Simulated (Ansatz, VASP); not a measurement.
**One calculation of CdSe, two programs**

The input INCAR:

```
SYSTEM = CdSe
ALGO = Normal
EDIFF = 1E-6
ENCUT = 520
GGA = PE
ISIF = 2
ISMEAR = -1
LASPH = .True.
LCHARG = .False.
LREAL = .False.
LWAVE = .False.
NBANDS = 26
NELM = 100
PREC = Accurate
SIGMA = 0.05
```

KPOINTS

```
k-points
0
Gamma
  9 9 5
  0 0 0
```

The input POSCAR:

```
CdSe
1.0
    3.7698012955      0.0000000000      0.0000000000
   -1.8849006478      3.2647436892      0.0000000000
    0.0000000000      0.0000000000      7.0419740486
Cd Se
2 2
Direct
    0.3333333333      0.6666666667      0.0181111394
    0.6666666667      0.3333333333      0.5181111394
    0.3333333333      0.6666666667      0.3578888606
    0.6666666667      0.3333333333      0.8578888606
```

Input for Ansatz:

```yaml
crystal:
  lattice:
    - [3.7698012955, 0.0, 0.0]
    - [-1.8849006478, 3.2647436892, 0.0]
    - [0.0, 0.0, 7.0419740486]
  atoms:
    - { symbol: Cd, position: [0.3333333333, 0.6666666667, 0.0181111394] }
    - { symbol: Cd, position: [0.6666666667, 0.3333333333, 0.5181111394] }
    - { symbol: Se, position: [0.3333333333, 0.6666666667, 0.3578888606] }
    - { symbol: Se, position: [0.6666666667, 0.3333333333, 0.8578888606] }
kpoints:
  mp_grid: { grid: [9, 9, 5] }
scf:
  occupations: { method: fermi_dirac, width: 0.05 }
hamiltonian:
  xc: pbe
  pseudopotentials: { kind: all_electron, lapw: { basis_error: 0.0005 } }
output:
  forces: true
  stress: true
  eigenvalues: true
  populations: true
```

Alike in both runs: task single point; functional PBE; k mesh 9 × 9 × 5; occupations fermi-dirac, width 0.05 eV; no spin polarisation.

```csv
,VASP,Ansatz
version,VASP 6.6.1,Ansatz 0.2.0
potentials or method,"VASP PAW PBE potentials, release 64 (Cd, Se), cutoff 520 eV","all-electron LAPW, scalar-relativistic"
```

|  | VASP | Ansatz | Ansatz less VASP |
| --- | --- | --- | --- |
| pressure (GPa) | 28.0 | 27.0 | -0.92 |
| traceless stress, the component that is largest in VASP (GPa) | 0.17 | 0.03 | -0.140 |

Ansatz ran all-electron here, and VASP with PAW potentials.
